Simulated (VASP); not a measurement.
Runs of VASP 6.6.1 on CdSe. It takes space group Fm-3m (No. 225, cubic). Conventional cell: a = 5.686 Å, b = 5.686 Å, c = 5.686 Å, α = 90.00°, β = 90.00°, γ = 90.00°. Cd (site symmetry m-3m) has 6 Se at 2.84 Å within 3.7 Å. Within 3.7 Å of Se (site symmetry m-3m) lie 6 Cd at 2.84 Å. 

```csv
level,k mesh,smearing,grid for exact exchange (PRECFOCK),share of exact exchange,screening parameter,gap on the mesh (eV),pressure (GPa)
PBE,6 × 6 × 6,gaussian 0.2 eV,-,-,-,none,(a)
PBE,6 × 6 × 6,methfessel-paxton 0.2 eV,-,-,-,none,2.1
PBE-based screened hybrid with 50 % exact exchange,4 × 4 × 4,fermi-dirac 0.02 eV,Normal,0.5,0.3 1/Å,1.04,(b)
PBE-based screened hybrid with 10 % exact exchange,4 × 4 × 4,fermi-dirac 0.02 eV,Normal,0.1,0.3 1/Å,none,1.8
HSE06,4 × 4 × 4,fermi-dirac 0.02 eV,Normal,0.25,0.2079 1/Å,0.40,0.7
```

Alike in all rows: task single point; potentials or basis VASP PAW PBE potentials, release 64 (Cd, Se); no spin polarisation; cell as given; cutoff (eV) 520.

Q: Estimate the missing entries.

A: (a) 2.2; (b) -0.4.

Caveats: some runs use coarse meshes; the PAW data sets were made with another functional, which shifts forces and pressure a little (at least some runs); semilocal functionals underestimate gaps, so a narrow gap can read as zero (at least some runs).

A k mesh can miss the band edges, and the runs leave out spin-orbit coupling on Cd, Se.

A gap of «none» marks levels without a gap at the run's occupations.
